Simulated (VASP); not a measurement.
# C (C2/m) in VASP: notebook, part 2 of 2

VASP 6.6.1. The steps go on from the part before.

## Step 3: Single point, LDA (the part above a cut slid along it)

File INCAR:

```
  PREC = Accurate
  ENCUT = 520
  EDIFF = 1E-7
  ISMEAR = 0
  SIGMA = 0.05
  LREAL = F
  LASPH = T
  NELM = 60
  ALGO = Normal
  ISIF = 2
  LWAVE = F
  LCHARG = F
  GGA = CA
  NBANDS = 36
```

File KPOINTS:

```
Automatic mesh
0
Gamma
  10 10 2
```

File POSCAR:

```
C
1.0
    1.7834000000     -1.7834000000      0.0000000000
    1.7834000000      0.0000000000     -1.7834000000
    8.0253000000      6.6877500000      6.6877500000
C
12
Direct
    0.5989500000      0.5989500000      0.2708666667
   -0.0260500000     -0.0260500000      0.1042000000
    0.2239500000      0.2239500000      0.4375333333
    0.4739500000      0.4739500000      0.7708666667
    0.8489500000      0.8489500000      0.6042000000
    0.0989500000      0.0989500000      0.9375333333
    0.5677000000      0.5677000000      0.3958666667
    0.9427000000      0.9427000000      0.2292000000
    0.1927000000      0.1927000000      0.5625333333
    0.4427000000      0.4427000000      0.8958666667
   -0.1823000000     -0.1823000000      0.7292000000
    0.3177000000      0.3177000000      0.0625333333
```

Potentials or basis: VASP PAW LDA potentials, release 64 (C).

The run is started by

```sh
cat potpaw_LDA.64/C/POTCAR > POTCAR
mpirun -np 1 vasp_std > vasp.out
```

It took 1.7 min on 1 thread of Intel Xeon Platinum 8488C (Sapphire Rapids), shared host; peak memory 0.21 GiB.

Results (log left out):

```yaml
Free_energy: -117.0297 eV
Pressure: -7.1 GPa
Largest_force: 5.972 eV/Å
Band_gap_on_the_k_mesh: 0.74 eV (least direct gap 2.15 eV)
```

Forces on the atoms (eV/Å):
```
C   -0.025 -0.019 -0.019
C   -0.166  0.475  0.475
C    0.006 -0.007 -0.007
C    0.244 -0.602 -0.602
C    0.048 -0.043 -0.043
C    1.981 -3.984 -3.984
C   -0.048  0.043  0.043
C   -0.244  0.602  0.602
C   -0.006  0.007  0.007
C    0.166 -0.475 -0.475
C    0.025  0.019  0.019
C   -1.981  3.984  3.984
```

Stress tensor (GPa, compression positive):
```
-40.17   2.78   2.78
  2.78   9.41  21.58
  2.78  21.58   9.41
```

Levels at points of the mesh, in eV from the valence-band top:
```
           k point  band 21  band 22  band 23  band 24  band 25  band 26  band 27  band 28
(0.00, 0.00, 0.00)    -1.26    -0.96    -0.92     0.00     4.61     4.83     5.13     5.42
(0.50, 0.00, 0.00)    -4.59    -4.18    -3.77    -1.41     0.74     4.06     4.21     5.05
(0.50, 0.50, 0.00)    -4.62    -3.96    -3.54    -2.74     1.22     3.80     4.46     4.54
(0.00, 0.00, 0.50)    -1.58    -0.90    -0.83    -0.79     4.96     5.07     5.09     5.22
(0.50, 0.00, 0.50)    -4.61    -4.00    -3.62    -1.52     0.85     3.95     4.46     4.64
(0.50, 0.50, 0.50)    -4.34    -4.01    -3.78    -2.83     1.27     3.81     4.21     5.05
```

Caveat: the cell differs from its parent crystal (the part above a cut slid along it); the stress differs along the axes, from -40 to 9 GPa; forces of over 1 eV/Å act on the atoms, so gaps and moduli don't describe the material at rest. A k mesh can miss the band edges.

## Step 4: Single point, LDA

This run uses another cell than the first one, of the same volume but with other edges.

File INCAR:

```
SYSTEM = C
PREC = Accurate
ENCUT = 520
EDIFF = 1E-6
ISMEAR = 0
SIGMA = 0.05
LREAL = .False.
LASPH = .True.
NELM = 100
ALGO = Normal
ISIF = 2
LWAVE = .False.
LCHARG = .False.
GGA = CA
NBANDS = 36
```

File KPOINTS:

```
Automatic mesh
0
Gamma
  10 10 2
  0 0 0
```

POSCAR is that of step 3.

Potentials or basis: VASP PAW LDA potentials, release 64 (C).

The run is started by

```sh
cat potpaw_LDA.64/C/POTCAR > POTCAR
mpirun -np 1 vasp_std > vasp.out
```

OUTCAR:

```text
SYSTEM = C
   PREC = Accurate
   ENCUT = 520
   EDIFF = 1E-6
   ISMEAR = 0
   LREAL = .False.
   LASPH = .True.
   NELM = 100
   ISIF = 2
   GGA = CA

 ion  position               nearest neighbor table
   1  0.599  0.599  0.271-   7 1.54   8 1.54   8 1.54   8 1.54
   2  0.974  0.974  0.104-   8 1.54  12 1.54  12 1.54  12 1.54
   3  0.224  0.224  0.438-   7 1.54   7 1.54   7 1.54   9 1.54
   4  0.474  0.474  0.771-  10 1.54  11 1.54  11 1.54  11 1.54
   5  0.849  0.849  0.604-  11 1.54   9 1.54   9 1.54   9 1.54
   6  0.099  0.099  0.938-  10 1.54  10 1.54  10 1.54  12 1.89
   7  0.568  0.568  0.396-   3 1.54   3 1.54   3 1.54   1 1.54
   8  0.943  0.943  0.229-   2 1.54   1 1.54   1 1.54   1 1.54
   9  0.193  0.193  0.563-   3 1.54   5 1.54   5 1.54   5 1.54
  10  0.443  0.443  0.896-   6 1.54   6 1.54   6 1.54   4 1.54
  11  0.818  0.818  0.729-   5 1.54   4 1.54   4 1.54   4 1.54
  12  0.318  0.318  0.063-   2 1.54   2 1.54   2 1.54   6 1.89

  LATTYP: Found a base centered monoclinic cell.
 ALAT       =     4.3684200073
 B/A-ratio  =     0.5773502692
[... 210 lines left out ...]
 Fermi energy:        10.7269337462

 k-point     1 :       0.0000    0.0000    0.0000
  band No.  band energies     occupation
      1     -11.6001      2.00000
      2     -10.8402      2.00000
      3     -10.7744      2.00000
      4      -8.5957      2.00000
      5      -8.5126      2.00000
      6      -5.7548      2.00000
[... 925 lines left out ...]
     35      19.3110      0.00000
     36      19.6352      0.00000

 [... further k-points ...]
[... 5 lines left out ...]
  --------------------------------------------------------------------------------------
  -------------------------------------------------------------------------------------
  Total      -17.0633155      3.9995004      3.9995004      1.1805940      9.1686618      1.1805940
  in kB     -401.6487962     94.1431657     94.1431657     27.7896857    215.8186644     27.7896851
  external PRESSURE =     -71.1208216 kB  Pullay stress =       0.0000000 kB

 VOLUME and BASIS-vectors are now :
 -----------------------------------------------------------------------------
  energy-cutoff  :      520.00
  volume of cell :       68.07
      direct lattice vectors                 reciprocal lattice vectors
     1.783400000 -1.783400000  0.000000000     0.175227094 -0.385499607  0.175227094
     1.783400000  0.000000000 -1.783400000     0.175227094  0.175227094 -0.385499607
     8.025300000  6.687750000  6.687750000     0.046727225  0.046727225  0.046727225

 POSITION                                       TOTAL-FORCE (eV/Angst)
 -----------------------------------------------------------------------------------
      4.31012      0.74332      0.74332        -0.024565     -0.019101     -0.019101
      4.31012     -1.04008     -1.04008        -0.165403      0.474700      0.474700
      4.31012      2.52672      2.52672         0.005482     -0.006814     -0.006814
      7.87692      4.31012      4.31012         0.244460     -0.602076     -0.602076
      7.87692      2.52672      2.52672         0.048148     -0.043156     -0.043156
      7.87692      6.09352      6.09352         1.980314     -3.983883     -3.983883
      5.20182      1.63502      1.63502        -0.048148      0.043156      0.043156
      5.20182     -0.14838     -0.14838        -0.244460      0.602076      0.602076
      5.20182      3.41842      3.41842        -0.005482      0.006814      0.006814
      8.76862      5.20182      5.20182         0.165403     -0.474700     -0.474700
      8.76862      3.41842      3.41842         0.024565      0.019101      0.019101
      1.63502     -0.14838     -0.14838        -1.980314      3.983883      3.983883
 -----------------------------------------------------------------------------------
    total drift:                                0.000004      0.000002      0.000002

  FREE ENERGIE OF THE ION-ELECTRON SYSTEM (eV)
  ---------------------------------------------------
  free  energy   TOTEN  =      -117.0297220983 eV

  energy  without entropy=     -117.0297220983  energy(sigma->0) =     -117.02972210
```

OSZICAR:

```text
N       E                     dE             d eps       ncg     rms          rms(c)
DAV:   1     0.108254180120E+03    0.10825E+03   -0.25289E+04  4464   0.130E+03
DAV:   2    -0.112223429652E+03   -0.22048E+03   -0.20783E+03  5676   0.251E+02
DAV:   3    -0.121534803048E+03   -0.93114E+01   -0.92239E+01  5900   0.469E+01
DAV:   4    -0.121664035465E+03   -0.12923E+00   -0.12882E+00  5916   0.580E+00
DAV:   5    -0.121667104992E+03   -0.30695E-02   -0.30664E-02  5772   0.798E-01    0.138E+01
DAV:   6    -0.118210751561E+03    0.34564E+01   -0.24342E+00  5356   0.761E+00    0.794E+00
DAV:   7    -0.117034109494E+03    0.11766E+01   -0.29242E+00  5372   0.811E+00    0.168E+00
DAV:   8    -0.117030284000E+03    0.38255E-02   -0.86320E-02  5628   0.168E+00    0.477E-01
DAV:   9    -0.117029710155E+03    0.57385E-03   -0.10540E-02  5800   0.561E-01    0.753E-02
DAV:  10    -0.117029718262E+03   -0.81073E-05   -0.55223E-04  5852   0.140E-01    0.379E-02
DAV:  11    -0.117029720411E+03   -0.21493E-05   -0.91359E-05  5916   0.622E-02    0.142E-02
DAV:  12    -0.117029722034E+03   -0.16229E-05   -0.17654E-05  5884   0.230E-02    0.663E-03
DAV:  13    -0.117029722098E+03   -0.64258E-07   -0.18691E-06  4696   0.863E-03
   1 F= -.11702972E+03 E0= -.11702972E+03  d E =-.979506E-16
```

Run time: 1.7 min. Hardware: 1 thread of Intel Xeon Platinum 8488C (Sapphire Rapids), shared host; peak memory 0.21 GiB.

Results:

```yaml
Free_energy: -117.0297 eV
Pressure: -7.1 GPa
Largest_force: 5.972 eV/Å
Band_gap_on_the_k_mesh: 0.74 eV (least direct gap 2.15 eV)
```

Forces on the atoms (eV/Å):
```
C   -0.025 -0.019 -0.019
C   -0.165  0.475  0.475
C    0.005 -0.007 -0.007
C    0.244 -0.602 -0.602
C    0.048 -0.043 -0.043
C    1.980 -3.984 -3.984
C   -0.048  0.043  0.043
C   -0.244  0.602  0.602
C   -0.005  0.007  0.007
C    0.165 -0.475 -0.475
C    0.025  0.019  0.019
C   -1.980  3.984  3.984
```

Stress tensor (GPa, compression positive):
```
-40.16   2.78   2.78
  2.78   9.41  21.58
  2.78  21.58   9.41
```

Caveat: the stress differs along the axes, from -40 to 9 GPa; forces of over 1 eV/Å act on the atoms, so gaps and moduli don't describe the material at rest. A k mesh can miss the band edges.

## Step 5: Single point, LDA

File INCAR:

```
SYSTEM = C
PREC     = Accurate       ! precision mode
ENCUT    = 520            ! plane-wave cutoff, eV
EDIFF    = 1E-7           ! SCF threshold, eV
ISMEAR   = 1              ! smearing method
SIGMA    = 0.05           ! smearing width, eV
LREAL    = .False.        ! projectors in reciprocal space
LASPH    = .True.         ! aspherical terms in the spheres
NELM     = 80             ! most SCF steps
ALGO     = Normal         ! electronic algorithm
ISIF     = 2              ! what is computed and relaxed
LWAVE    = .False.        ! write WAVECAR
LCHARG   = .False.        ! write CHGCAR
GGA      = CA             ! functional
NBANDS   = 36             ! bands
```

File KPOINTS:

```
regular mesh
0
Gamma
  10 10 2
  0 0 0
```

File POSCAR:

```
C
1.0
    1.7834000000     -1.7834000000      0.0000000000
    1.7834000000      0.0000000000     -1.7834000000
   10.1058144400      5.6474927800      5.6474927800
C
12
Direct
    0.4409534733      0.4409534733      0.2708666667
   -0.0868298600     -0.0868298600      0.1042000000
   -0.0312631933     -0.0312631933      0.4375333333
    0.0243034733      0.0243034733      0.7708666667
    0.4965201400      0.4965201400      0.6042000000
   -0.4479131933     -0.4479131933      0.9375333333
    0.3367909733      0.3367909733      0.3958666667
    0.8090076400      0.8090076400      0.2292000000
   -0.1354256933     -0.1354256933      0.5625333333
   -0.0798590267     -0.0798590267      0.8958666667
   -0.6076423600     -0.6076423600      0.7292000000
    0.2812243067      0.2812243067      0.0625333333
```

The run is started by

```sh
cat potpaw_LDA.64/C/POTCAR > POTCAR
mpirun -np 1 vasp_std > vasp.out
```

Wall time 1.8 min (1 thread of Intel Xeon Platinum 8488C (Sapphire Rapids), shared host); peak memory 0.21 GiB.

The run converged. Its results:

```yaml
Free_energy: -119.4931 eV
Pressure: -11.1 GPa
Largest_force: 4.638 eV/Å
Band_gap_on_the_k_mesh: 0.75 eV (least direct gap 2.47 eV)
```

Forces on the atoms (eV/Å):
```
C   -0.020  0.007  0.007
C   -0.156  0.317  0.317
C   -0.007  0.001  0.001
C   -0.397  0.066  0.066
C   -0.041  0.013  0.013
C   -4.157  1.454  1.454
C    0.041 -0.013 -0.013
C    0.397 -0.066 -0.066
C    0.007 -0.001 -0.001
C    0.156 -0.317 -0.317
C    0.020 -0.007 -0.007
C    4.157 -1.454 -1.454
```

Stress tensor (GPa, compression positive):
```
  4.28   9.56   9.56
  9.56 -18.83 -10.21
  9.56 -10.21 -18.83
```

Levels at points of the mesh, in eV from the valence-band top:
```tsv
k point	band 22	band 23	band 24	band 25	band 26	band 27
(0.00, 0.00, 0.00)	-0.69	-0.41	0.00	4.67	5.38	5.39
(0.50, 0.00, 0.00)	-3.90	-3.47	-3.36	4.40	4.61	5.06
(0.50, 0.50, 0.00)	-4.34	-3.22	-1.72	0.75	4.30	4.76
(0.00, 0.00, 0.50)	-0.73	-0.69	-0.60	4.99	5.26	5.39
(0.50, 0.00, 0.50)	-4.15	-3.51	-2.97	4.44	4.48	4.98
(0.50, 0.50, 0.50)	-3.60	-3.53	-1.86	0.85	4.27	4.52
```

Caveat: the stress differs along the axes, from -19 to 4 GPa; forces of over 1 eV/Å act on the atoms, so gaps and moduli don't describe the material at rest.

## Step 6: Summary

| cell | smearing | gap on the mesh (eV) | pressure (GPa) | largest force (eV/Å) |
| --- | --- | --- | --- | --- |
| a = 2.522, b = 2.522, c = 12.881 Å, angles 75.8, 75.8, 60.0°, 12 atoms | gaussian 0.05 eV | 0.75 | -11.1 | 4.64 |
| a = 2.522, b = 2.522, c = 12.404 Å, angles 85.6, 85.6, 60.0°, 12 atoms | gaussian 0.05 eV | 0.74 | -7.1 | 5.97 |
| a = 2.522, b = 2.522, c = 12.881 Å, angles 75.8, 75.8, 60.0°, 12 atoms | methfessel-paxton 0.05 eV | 0.75 | -11.1 | 4.64 |

Alike in all rows: task single point; level LDA; potentials or basis VASP PAW LDA potentials, release 64 (C); no spin polarisation; k mesh 10 × 10 × 2; cutoff (eV) 520.

Caveats: forces of over 1 eV/Å act on the atoms, so gaps and moduli don't describe the material at rest; the stress differs along the axes, from -19 to 4 GPa (at least some runs); the stress differs along the axes, from -40 to 9 GPa (at least some runs).

Absolute energies hang on the potentials; compare differences alone.
